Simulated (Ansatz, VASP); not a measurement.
**Cu: VASP beside Ansatz**

File INCAR:

```
SYSTEM = Cu
PREC     = Accurate       ! precision mode
ENCUT    = 600            ! plane-wave cutoff, eV
EDIFF    = 1E-6           ! SCF threshold, eV
ISMEAR   = -1             ! smearing method
SIGMA    = 0.05           ! smearing width, eV
LREAL    = .FALSE.        ! projectors in reciprocal space
LASPH    = .TRUE.         ! aspherical terms in the spheres
NELM     = 100            ! most SCF steps
ALGO     = Normal         ! electronic algorithm
ISIF     = 3              ! what is computed and relaxed
LWAVE    = .FALSE.        ! write WAVECAR
LCHARG   = .FALSE.        ! write CHGCAR
GGA      = B5             ! functional
ALDAX    = 1.0          
AGGAX    = 1.0          
AGGAC    = 1.0          
ALDAC    = 0.0          
IVDW     = 13             ! dispersion correction
VDW_S6   = 1.0          
VDW_S8   = 2.34076671   
VDW_A1   = 0.44488865   
VDW_A2   = 4.0933009    
IBRION   = 2              ! ionic algorithm
NSW      = 60             ! ionic steps
EDIFFG   = -0.01          ! ionic threshold
```

KPOINTS

```
Automatic mesh
0
G
  13 13 13
  0 0 0
```

File POSCAR:

```
Cu
1.0
   -1.4427933200      1.4427933200      1.3760814500
    1.4427933200     -1.4427933200      1.3760814500
    1.4427933200      1.4427933200     -1.3760814500
Cu
1
Direct
    0.0000000000      0.0000000000      0.0000000000
```

The input input.yaml:

```yaml
crystal:
  lattice:
    - [-1.44279332, 1.44279332, 1.37608145]
    - [1.44279332, -1.44279332, 1.37608145]
    - [1.44279332, 1.44279332, -1.37608145]
  atoms:
    - { symbol: Cu, position: [0.0, 0.0, 0.0] }
hamiltonian:
  xc: blyp
  pseudopotentials: { kind: paw }
  dispersion: d4
kpoints:
  mp_grid: { grid: [13, 13, 13] }
scf:
  occupations: { method: fermi_dirac, width: 0.05 }
output:
  forces: true
  stress: true
  eigenvalues: true
  write_density: true
  write_potential: true
  elf: true
  volumetric_format: npy
relax:
  f_tol: 0.01
  max_steps: 40
  cell: { stress_tol: 0.05 }
```

Alike in both runs: task relaxation of cell and atoms; functional BLYP; dispersion D4; k mesh 13 × 13 × 13; occupations fermi-dirac, width 0.05 eV; no spin polarisation.

|  | VASP | Ansatz |
| --- | --- | --- |
| version | VASP 6.6.1 | Ansatz 0.2.0 |
| potentials or method | VASP PAW PBE potentials, release 64 (Cu) | Ansatz PAW |
| plane-wave cutoff (eV) | 600 | 420 |
| valence electrons in the cell | 11 | 19 |

Ansatz gave:

```
gap on the k mesh at the Fermi level, each at its own relaxed structure (eV) : none
relaxed volume (Å³/atom)                                                     : 11.51
relaxed cell length with the largest relative difference (Å)                 : 2.467
```

Q: Estimate VASP's values.

A: gap on the k mesh at the Fermi level, each at its own relaxed structure (eV): none; relaxed volume (Å³/atom): 11.56; relaxed cell length with the largest relative difference (Å): 2.471.

VASP's potentials were made for PBE, not for BLYP. A gap of «none» marks a metal or a gap that the smearing closes. VASP's potentials hold 11 valence electrons a cell and Ansatz's 19, so a difference there can come from the potentials and not from the codes.

Noted on Ansatz's run: the plane-wave basis is chosen anew once the cell has moved, so the energies of steps on either side of that aren't comparable.
